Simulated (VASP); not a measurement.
Runs of VASP 6.6.1 on CuO. It takes space group Cc (No. 9, monoclinic). Conventional cell: a = 4.689 Å, b = 3.427 Å, c = 5.132 Å, α = 90.00°, β = 99.65°, γ = 90.00°. Within 2.5 Å of Cu (site symmetry 1) lie 4 O at 1.91 to 2.02 Å. Within 2.5 Å of O (site symmetry 1) lie 4 Cu at 1.91 to 2.02 Å. 

| fixed moment (μB) | pressure (GPa) | moment (μB) | largest force (eV/Å) |
| --- | --- | --- | --- |
| 1.2 | 6.9 | 1.20 | 0.82 |
| 0.75 | 6.6 | 0.75 | 0.81 |
| - | 6.4 | 0.00 | 0.78 |
| 1.05 | (a) | 1.05 | 0.81 |
| 0.15 | 6.4 | 0.15 | 0.79 |
| 0.45 | 6.4 | 0.45 | 0.79 |

Alike in all rows: task single point; level PBE; potentials or basis VASP PAW PBE potentials, release 64 (Cu, O); spin collinear; cell as given; k mesh 7 × 7 × 4; cutoff (eV) 520; smearing fermi-dirac 0.03 eV.

Task: Estimate the missing entries.

Result: (a) 6.8.

Caveats: the cell stands under pressure; the total moment is fixed, so each spin has its own Fermi level (at least some runs).
